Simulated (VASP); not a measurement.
Set up this calculation in VASP 6.6.1, as the native input.

```yaml
Task: single point
Functional: PBE
Potentials_or_basis: VASP PAW PBE potentials, release 64 (Ba_sv, Zn)
Cutoff: 520 eV
k_mesh: 4 × 4 × 4
Occupations: gaussian, width 0.1 eV
Spin: no spin polarisation
Dipole_correction: no
Further_INCAR_settings: ALGO = Normal; EDIFF = 1e-06; NBANDS = 31
```

The structure of BaZn3 lies in POSCAR:

```
BaZn3
1.0
    4.2739636355      0.0000000000      0.0000000000
    0.0000000000      4.2739636355      0.0000000000
    0.0000000000      0.0000000000      4.2739636355
Ba Zn
1 3
Direct
    0.0000000000      0.0000000000      0.0000000000
    0.0000000000      0.5000000000      0.5000000000
    0.5000000000      0.0000000000      0.5000000000
    0.5000000000      0.5000000000      0.0000000000
```

The input as run:

INCAR

```
SYSTEM = BaZn3
ALGO = Normal
EDIFF = 1E-6
ENCUT = 520
GGA = PE
ISIF = 2
ISMEAR = 0
LASPH = .TRUE.
LCHARG = .FALSE.
LREAL = .FALSE.
LWAVE = .FALSE.
NBANDS = 31
NELM = 60
PREC = Accurate
SIGMA = 0.1
```

KPOINTS

```
k-points
0
G
  4 4 4
  0 0 0
```

Potentials or basis: VASP PAW PBE potentials, release 64 (Ba_sv, Zn).

The run is started by

```sh
$ cat potpaw_PBE.64/Ba_sv/POTCAR potpaw_PBE.64/Zn/POTCAR > POTCAR
$ mpirun -np 1 vasp_std > vasp.out
```

Results of the run:

```json
{
 "Pressure": "16.9 GPa",
 "Band gap on the k mesh": "zero (band 23 reaches 4.36 eV, above the bottom of band 24 at 3.11 eV)"
}
```

Caveat: the k points lie up to 0.37 Å⁻¹ apart; spin-orbit coupling is left out, which moves the levels of the heavy elements.

It took 8.9 s on 1 thread of Intel(R) Xeon(R) 6975P-C (Granite Rapids), on a shared host, peak memory 0.18 GiB.
